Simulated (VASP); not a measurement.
Ir: single point with PBE

The system is Ir.

```
Ir
1.0
     0.00000    1.94600    1.86816
     1.94600    0.00000    1.86816
     1.94600    1.94600    0.00000
Ir
1
Direct
  0.00000 0.00000 0.00000
```

This cell differs from its parent crystal: ratio of the length along z to the lengths across it x 0.96, volume and fractional coordinates fixed.

- Program: VASP 6.6.1
- Task: single point
- Functional: PBE
- Potentials or basis: VASP PAW PBE potentials, release 64 (Ir)
- Cutoff: 520 eV
- k mesh: 24 × 24 × 24
- Occupations: gaussian, width 0.15 eV
- Spin: no spin polarisation
- Dipole correction: no
- Further INCAR settings: ALGO = Fast; EDIFF = 1e-06; NBANDS = 10

```
Pressure : 10.0 GPa
```

Stress tensor (GPa, compression positive):
```
 4.93  0.00  0.00
 0.00  4.93  0.00
 0.00  0.00 20.01
```

Levels at points of the mesh, in eV from the Fermi level:
```tsv
k point	band 2	band 3	band 4	band 5	band 6	band 7
(0.00, 0.00, 0.00)	-4.04	-4.04	-3.52	-1.55	-0.86	14.36
(0.50, 0.00, 0.00)	-4.27	-3.69	-0.75	0.74	1.06	7.29
(0.50, 0.50, 0.00)	-7.37	0.84	1.51	1.51	2.30	11.22
(0.50, 0.00, 0.50)	-7.30	0.86	1.21	1.42	1.71	10.16
```

Run time: 2.2 min on 1 thread of Intel(R) Xeon(R) Platinum 8488C (Sapphire Rapids), on a shared host, peak memory 0.27 GiB.

Caveat: spin-orbit coupling is left out, which moves the levels of the heavy elements.
